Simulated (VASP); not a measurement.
# Si16Au (a cell with a defect) in VASP: notebook, part 2 of 2

VASP 6.6.1. The steps go on from the part before.

## (3) Single point, r2SCAN

File POSCAR:

```
Si16Au
1.0
    0.0000000000      5.4437023800     -5.4437023800
    5.4437023800      5.4437023800      0.0000000000
    5.4437023800      0.0000000000     -5.4437023800
Si Au
16 1
Direct
    0.1498601399      0.1189032674      0.1222576022
    0.1092244687      0.6616249840      0.1157194968
    0.5671903577      0.1395192916      0.1482532372
    0.6313833417      0.6210620574      0.1273012284
    0.1475139425      0.1192458652      0.6122873308
    0.1442077368      0.6131099327      0.6221719638
    0.6507844758      0.0916231207      0.6302609438
    0.6306120835      0.6209026989      0.6228934397
    0.2608667596      0.7480188511      0.2508910122
    0.1989441972      0.2932430704      0.2552024161
    0.7311367746      0.7661642222      0.2526655397
    0.7191563254      0.2543829371      0.2704115503
    0.2599738930      0.7481993349      0.7425748540
    0.2820911932      0.2412991028      0.7390392088
    0.7709704181      0.7213773322      0.7546563374
    0.7201087103      0.2539059639      0.7588916902
   -0.0608261578      0.1280566885     -0.0313124209
```

File INCAR.step1:

```
PREC = Accurate ; ENCUT = 520
ISMEAR = 0 ; SIGMA = 0.02
LREAL = Auto ; LASPH = True
NELM = 80 ; NELECT = 74.0
NBANDS = 52 ; GGA = PE
ALGO = Normal ; EDIFF = 1E-4
LWAVE = True ; LCHARG = False
```

File INCAR.step2:

```
PREC = Accurate ; ENCUT = 520
EDIFF = 1E-6 ; ISMEAR = 0
SIGMA = 0.02 ; LREAL = Auto
LASPH = True ; NELM = 80
ALGO = Normal ; ISIF = 2
LWAVE = False ; LCHARG = False
METAGGA = R2SCAN ; LMIXTAU = True
NELECT = 74.0 ; NBANDS = 52
ISTART = 1
```

File KPOINTS:

```
Automatic mesh
0
Gamma
  2 2 2
```

Potentials or basis: VASP PAW PBE potentials, release 64 (Si, Au).

Command:

```
cat potpaw_PBE.64/Si/POTCAR potpaw_PBE.64/Au/POTCAR > POTCAR
cp INCAR.step1 INCAR
mpirun -np 1 vasp_std > vasp.out
cp INCAR.step2 INCAR
mpirun -np 1 vasp_std > vasp.out
```

OUTCAR:

```text
PREC = Accurate
   ENCUT = 520
   EDIFF = 1E-6
   ISMEAR = 0
   LREAL = Auto
   LASPH = True
   NELM = 80
   ISIF = 2
   METAGGA = R2SCAN
   NELECT = 74.0
   ISTART = 1

 ion  position               nearest neighbor table
   1  0.150  0.119  0.122-  10 2.29   9 2.33  17 2.40  14 2.41  12 2.71
   2  0.109  0.662  0.116-  10 2.33  13 2.36   9 2.36  11 2.38  17 2.93
   3  0.567  0.140  0.148-  10 2.32  11 2.36  12 2.45  16 2.45  17 2.46
   4  0.631  0.621  0.127-  12 2.32   9 2.33  11 2.33  15 2.35
   5  0.148  0.119  0.612-  10 2.30  13 2.33  17 2.40  14 2.41  16 2.69
   6  0.144  0.613  0.622-  13 2.33   9 2.34  14 2.34  15 2.35
   7  0.651  0.092  0.630-  12 2.29  16 2.29  14 2.32  15 2.33
   8  0.631  0.621  0.623-  16 2.32  13 2.33  11 2.33  15 2.35
   9  0.261  0.748  0.251-   4 2.33   1 2.33   6 2.34   2 2.36  17 3.35
  10  0.199  0.293  0.255-   1 2.29   5 2.30   3 2.32   2 2.33
  11  0.731  0.766  0.253-   8 2.33   4 2.33   3 2.36   2 2.38  17 3.16
  12  0.719  0.254  0.270-   7 2.29   4 2.32  17 2.43   3 2.45   1 2.71
  13  0.260  0.748  0.743-   8 2.33   5 2.33   6 2.33   2 2.36  17 3.35
  14  0.282  0.241  0.739-   7 2.32   6 2.34   1 2.41   5 2.41  17 2.64
  15  0.771  0.721  0.755-   7 2.33   8 2.35   4 2.35   6 2.35
  16  0.720  0.254  0.759-   7 2.29   8 2.32  17 2.43   3 2.45   5 2.69
  17  0.939  0.128  0.969-   1 2.40   5 2.40  12 2.43  16 2.43   3 2.46  14 2.64   2 2.93  11 3.16
                             9 3.35  13 3.35

  LATTYP: Found a face centered cubic cell.
 ALAT       =    10.8874047600

  Lattice vectors:

 A1 = (   0.0000000000,   5.4437023800,  -5.4437023800)
 A2 = (   5.4437023800,   5.4437023800,   0.0000000000)
 A3 = (   5.4437023800,   0.0000000000,  -5.4437023800)

Analysis of symmetry for initial positions (statically):
=====================================================================
 Subroutine PRICEL returns:
 Original cell was already a primitive cell.

 Routine SETGRP: Setting up the symmetry group for a
 face centered cubic supercell.

 Subroutine GETGRP returns: Found  1 space group operations
 (whereof  1 operations were pure point group operations)
 out of a pool of 48 trial point group operations.

The static configuration has the point symmetry C_1 .

Analysis of symmetry for dynamics (positions and initial velocities):
=====================================================================
 Subroutine PRICEL returns:
 Original cell was already a primitive cell.

 Routine SETGRP: Setting up the symmetry group for a
 face centered cubic supercell.

 Subroutine GETGRP returns: Found  1 space group operations
 (whereof  1 operations were pure point group operations)
 out of a pool of 48 trial point group operations.

The dynamic configuration has the point symmetry C_1 .

 Subroutine INISYM returns: Found  1 space group operations
 (whereof  1 operations are pure point group operations),
 and found     1 'primitive' translations

----------------------------------------------------------------------------------------

                                     Primitive cell

  volume of cell :     322.6362

  direct lattice vectors                    reciprocal lattice vectors
     0.000000000  5.443702380 -5.443702380    -0.091849254  0.091849254 -0.091849254
     5.443702380  5.443702380  0.000000000     0.091849254  0.091849254  0.091849254
     5.443702380  0.000000000 -5.443702380     0.091849254 -0.091849254 -0.091849254

  length of vectors
     7.698557735  7.698557735  7.698557735     0.159087574  0.159087574  0.159087574
[... 77 lines left out ...]
   number of dos      NEDOS =    301   number of ions     NIONS =     17
   total plane-waves  NPLWV = 216000
   dimension x,y,z NGX =    60 NGY =   60 NGZ =   60
   dimension x,y,z NGXF=   120 NGYF=  120 NGZF=  120
   ions per type =              16   1
   NGX,Y,Z   is equivalent  to a cutoff of  12.96, 12.96, 12.96 a.u.
   NGXF,Y,Z  is equivalent  to a cutoff of  25.91, 25.91, 25.91 a.u.
 SYSTEM =  unknown system
   PREC   = accura    normal or accurate (medium, high low for compatibility)
   ISTART =      1    job   : 0-new  1-cont  2-samecut
   ICHARG =      0    charge: 1-file 2-atom 10-const
   ISPIN  =      1    spin polarized calculation?
   LNONCOLLINEAR =      F non collinear calculations
   LSORBIT =      F    spin-orbit coupling
   LASPH  =      T    aspherical Exc in radial PAW
   ENCUT  =  520.0 eV  38.22 Ry    6.18 a.u.  14.31 14.31 14.31*2*pi/ulx,y,z
   NELM   =     80;   NELMIN=  2; NELMDL=  0     # of ELM steps
   EDIFF  = 0.1E-05   stopping-criterion for ELM
   LREAL  =      T    real-space projection
   EDIFFG = 0.1E-04   stopping-criterion for IOM
   NSW    =      0    number of steps for IOM
   IBRION =     -1    ionic relax: 0-MD 1-quasi-New 2-CG
   NFREE  =      0    steps in history (QN), initial steepest desc. (CG)
   ISIF   =      2    stress and relaxation
   ISYM   =      2    0-nonsym 1-usesym 2-fastsym
   POTIM  = 0.5000    time-step for ionic-motion
   TEBEG  =    0.0;   TEEND  =   0.0 temperature during run
   PSTRESS=    0.0 pullay stress
   NELECT =      74.0000    total number of electrons
   NUPDOWN=      -1.0000    fix difference up-down
   EMIN   =  10.00;   EMAX   =-10.00  energy-range for DOS
   EFERMI =   0.00;   METHOD = LEGACY
   ISMEAR =     0;   SIGMA  =   0.02  broadening in eV -4-tet -1-fermi 0-gaus
   EFERMI_NEDOS =   21; number of points for ismear=-14 and -15
   IALGO  =     38    algorithm
   IMIX   =      4    mixing-type and parameters
     AMIX     =   0.40;   BMIX     =  1.00
     AMIX_MAG =   1.60;   BMIX_MAG =  1.00
  volume/ion in A,a.u.               =      18.98       128.07
  Fermi-wavevector in a.u.,A,eV,Ry     =   1.002108  1.893709 13.663238  1.004220
  Thomas-Fermi vector in A             =   2.134573
   LORBIT       =      0    0 simple, 1 ext, 2 COOP (PROOUT), +10 PAW based schemes
   METAGGA = R2SCAN    functional components
   LHFCALC =     F    Hartree Fock is set to
   AEXX    =    0.0000 exact exchange contribution
   IVDW    =     0    specifies the selected vdW correction
   LEPSILON=     F    determine dielectric tensor
   LRPA    =     F    only Hartree local field effects (RPA)
 non-spin polarized calculation
 Gauss-broadening in eV      SIGMA  =   0.02
  energy-cutoff  :      520.00
  volume of cell :      322.64
 maximum number of plane-waves:      8694
 NGX is ok and might be reduce to    60
   NGX = 29   NGY = 29   NGZ = 29

 number of electron      73.9999999 magnetization

 Free energy of the ion-electron system (eV)
  ---------------------------------------------------
  ext. energy  EPLUGINS =         0.00000000
  ---------------------------------------------------
  free energy    TOTEN  =      -193.88021894 eV

  energy without entropy =     -193.88021894  energy(sigma->0) =     -193.88021894

 E-fermi :   6.4726     XC(G=0): -10.1846

 val. band max:        6.3729001641   @ k =   0.0000   0.5000   0.0000
 cond. band min:       6.8931759426   @ k =   0.0000   0.0000   0.0000
 fundamental gap:      0.5202757785
 Fermi energy:         6.4725895330

 k-point     1 :       0.0000    0.0000    0.0000
  band No.  band energies     occupation
      1      -6.4690      2.00000
      2      -4.0686      2.00000
      3      -3.8997      2.00000
      4      -3.8286      2.00000
      5      -3.7275      2.00000
      6      -2.8755      2.00000
[... 405 lines left out ...]
     48      10.7856      0.00000
     49      10.9536      0.00000
 [bands above 49 left out]

------------------------ aborting loop because EDIFF is reached ----------------------------------------

  FORCE on cell =-STRESS in cart. coord.  units (eV):
  Direction    XX          YY          ZZ          XY          YZ          ZX
  --------------------------------------------------------------------------------------
  -------------------------------------------------------------------------------------
  Total        0.1459432     -1.0687219      0.1057449     -1.1161605     -1.0987401      0.3112057
  in kB        0.7247383     -5.3071600      0.5251181     -5.5427348     -5.4562269      1.5454147
  external PRESSURE =      -1.3524345 kB  Pullay stress =       0.0000000 kB

 VOLUME and BASIS-vectors are now :
 -----------------------------------------------------------------------------
  energy-cutoff  :      520.00
  volume of cell :      322.64
      direct lattice vectors                 reciprocal lattice vectors
     0.000000000  5.443702380 -5.443702380    -0.091849254  0.091849254 -0.091849254
     5.443702380  5.443702380  0.000000000     0.091849254  0.091849254  0.091849254
     5.443702380  0.000000000 -5.443702380     0.091849254 -0.091849254 -0.091849254

 POSITION                                       TOTAL-FORCE (eV/Angst)
 -----------------------------------------------------------------------------------
      1.31281      1.46307     -1.48133         0.021650      0.020368     -0.039419
      4.23163      4.19628     -1.22453         0.026453     -0.006058      0.024433
      1.56655      3.84712     -3.89466        -0.031743      0.007703     -0.029609
      4.07387      6.81794     -4.13005         0.010683     -0.043862     -0.001913
      3.98225      1.45216     -4.13613        -0.044283      0.023210      0.021357
      6.72451      4.12261     -4.17194        -0.002909     -0.034782     -0.005859
[... 9 lines left out ...]
      5.51337      5.30225     -8.05124        -0.039586     -0.024128      0.032164
      5.97035      5.80969    -10.38583         0.076292      0.201958      0.092144
 -----------------------------------------------------------------------------------
    total drift:                                0.001127      0.002983      0.001823

  FREE ENERGIE OF THE ION-ELECTRON SYSTEM (eV)
  ---------------------------------------------------
  free  energy   TOTEN  =      -193.8802189358 eV

  energy  without entropy=     -193.8802189358  energy(sigma->0) =     -193.88021894
```

It took 19 min on 1 thread of Intel Xeon Platinum 8488C (Sapphire Rapids), shared host; peak memory 0.57 GiB.

Results:

| Item | Value |
| --- | --- |
| Free energy | -193.8802 eV |
| Largest force | 0.235 eV/Å |

Forces on the atoms (eV/Å):
```
Si   0.022  0.020 -0.039
Si   0.026 -0.006  0.024
Si  -0.032  0.008 -0.030
Si   0.011 -0.044 -0.002
Si  -0.044  0.023  0.021
Si  -0.003 -0.035 -0.006
Si  -0.036 -0.055 -0.031
Si   0.001 -0.037  0.008
Si   0.028 -0.022  0.008
Si  -0.021  0.063 -0.020
Si  -0.009 -0.016 -0.006
Si   0.030 -0.023 -0.038
Si   0.008 -0.018  0.024
Si  -0.007  0.017 -0.015
Si  -0.012 -0.053 -0.022
Si  -0.040 -0.024  0.032
Au   0.076  0.202  0.092
```

Caveat: the k points lie up to 0.50 Å⁻¹ apart; the cell carries a net charge on a neutralising background, which shifts energy and pressure; the cell is charged against a uniform background, so pressure and absolute levels hang on convention; the PAW data sets were made with another functional, which shifts forces and pressure a little; spin-orbit coupling is left out, which moves the levels of the heavy elements.
